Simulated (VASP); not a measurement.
**Ta2N: single point with r2SCAN**

Crystal: Ta2N.

```
Ta N
1.0
     3.17391    0.00000    0.00000
    -1.58696    2.74869    0.00000
     0.00000    0.00000    4.96535
Ta N
2 1
Direct
  0.33333 0.66667 0.25471
  0.66667 0.33333 0.74529
  0.00000 0.00000 0.00000
```

| Property | Result |
| --- | --- |
| Program | VASP 6.6.1 |
| Task | single point |
| Functional | r2SCAN |
| Potentials or basis | VASP PAW PBE potentials, release 64 (Ta_sv_GW, N) |
| Cutoff | 770 eV |
| k mesh | 10 × 10 × 6 |
| Occupations | fermi-dirac, width 0.05 eV |
| Spin | no spin polarisation |

```json
{"Pressure": "-19.7 GPa", "Largest force": "0.161 eV/Å", "Band gap on the k mesh": "zero (an odd number of electrons rules out a gap without spin polarisation)"}
```

Forces on the atoms (eV/Å):
```
Ta   0.000  0.000 -0.161
Ta   0.000  0.000  0.161
N    0.000  0.000  0.000
```

Stress tensor (GPa, compression positive):
```
-20.45   0.00   0.00
  0.00 -20.45   0.00
  0.00   0.00 -18.21
```

Levels at points of the mesh, in eV from the Fermi level:
```csv
k point,band 11,band 12,band 13,band 14,band 15,band 16,band 17,band 18,band 19,band 20
"(0.00, 0.00, 0.00)",-6.08,-6.08,-5.40,-0.59,-0.19,-0.19,0.17,0.31,0.31,1.11
"(0.50, 0.00, 0.00)",-6.61,-6.41,-4.40,-2.84,-1.64,1.67,1.78,3.53,3.76,3.94
"(0.00, 0.00, 0.50)",-6.24,-6.24,-2.93,-2.87,-1.03,-1.03,1.67,1.74,2.20,2.20
"(0.50, 0.00, 0.50)",-6.73,-6.18,-3.25,-2.43,-2.25,-0.35,0.66,3.13,3.35,3.76
```

It took 14 min on 1 thread of AMD EPYC 7R43 64-Core Processor (Zen 3), with other jobs on the host, peak memory 0.26 GiB.

Caveat: the cell stands under tension; the PAW data sets were made with another functional, which shifts forces and pressure a little; spin-orbit coupling is left out, which moves the levels of the heavy elements.
